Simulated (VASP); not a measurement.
A run of VASP 6.6.1:

File INCAR:

```
ALGO = Normal ; EDIFF = 1E-6
ENCUT = 600 ; GGA = PS
GGA_COMPAT = F ; ISIF = 2
ISMEAR = 0 ; ISPIN = 2
LASPH = T ; LCHARG = F
LDAU = T ; LDAUJ = 0 0
LDAUL = 2 -1 ; LDAUPRINT = 1
LDAUTYPE = 2 ; LDAUU = 4 0
LMAXMIX = 4 ; LORBIT = 11
LREAL = F ; LWAVE = F
MAGMOM = 1.83 0.29 ; NBANDS = 23
NELM = 200 ; NUPDOWN = 2.0
PREC = Accurate ; SIGMA = 0.05
```

KPOINTS

```
k-points
0
Gamma
  8 8 8
```

The input POSCAR:

```
NiO
1.0
    0.0000000000      2.0913095100      2.0913095100
    2.0913095100      0.0000000000      2.0913095100
    2.0913095100      2.0913095100      0.0000000000
Ni O
1 1
Direct
    0.0000000000      0.0000000000      0.0000000000
    0.5000000000      0.5000000000      0.5000000000
```

Potentials or basis: VASP PAW PBE potentials, release 64 (Ni_sv_GW, O).

Command:

```console
$ cat potpaw_PBE.64/Ni_sv_GW/POTCAR potpaw_PBE.64/O/POTCAR > POTCAR
$ mpirun -np 1 vasp_std > vasp.out
```

Hardware: 1 thread of AMD EPYC 7R13 Processor (Zen 3), on a shared host.

Question: Estimate the wall time of this run.

Answer: Run time: 57 s on 1 thread of AMD EPYC 7R13 Processor (Zen 3), on a shared host, peak memory 0.14 GiB. Counts: scf iterations 15, k points 29.
